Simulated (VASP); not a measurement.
A run of VASP 6.6.1 is set up as follows.

The input INCAR:

```
ALGO     = Normal         # electronic algorithm
EDIFF    = 1E-7           # SCF threshold, eV
ENCUT    = 520            # plane-wave cutoff, eV
GGA      = PE             # functional
ISIF     = 2              # what is computed and relaxed
ISMEAR   = 0              # smearing method
IVDW     = 12             # dispersion correction
LASPH    = T              # aspherical terms in the spheres
LCHARG   = F              # write CHGCAR
LREAL    = F              # projectors in reciprocal space
LWAVE    = F              # write WAVECAR
NBANDS   = 48             # bands
NELM     = 80             # most SCF steps
PREC     = Accurate       # precision mode
SIGMA    = 0.1            # smearing width, eV
```

File KPOINTS:

```
k-points
0
Gamma
  6 6 2
```

POSCAR

```
Ta4S4Br
1.0
    3.6078648965      0.0000000000      0.0000000000
   -1.8039324482      3.1245026538      0.0000000000
    0.0000000000      0.0000000000     14.7778039083
Ta S Br
4 4 1
Direct
    0.0000000000      0.0000000000      0.8141114012
    0.0000000000      0.0000000000      0.1858885988
    0.3333333333      0.6666666667      0.3453049573
    0.6666666667      0.3333333333      0.6546950427
    0.3333333333      0.6666666667      0.7165484522
    0.6666666667      0.3333333333      0.9081782505
    0.3333333333      0.6666666667      0.0918217495
    0.6666666667      0.3333333333      0.2834515478
    0.0000000000      0.0000000000      0.5000000000
```

Potentials or basis: VASP PAW PBE potentials, release 64 (Ta_pv, S, Br).

Launch:

```sh
$ cat potpaw_PBE.64/Ta_pv/POTCAR potpaw_PBE.64/S/POTCAR potpaw_PBE.64/Br/POTCAR > POTCAR
$ mpirun -np 1 vasp_std > vasp.out
```

Problem. What does it give for the dispersion energy per atom?

Solution. -0.469 eV.

Problem. Estimate the largest force.

Solution. 0.027 eV/Å.

Problem. Predict the pressure.

Solution. 0.2 GPa.

Stress tensor (GPa, compression positive):
```
0.18 0.00 0.00
0.00 0.18 0.00
0.00 0.00 0.09
```

Caveat: an odd number of electrons without spin polarisation forces a metal; a magnetic or distorted state may lie lower.
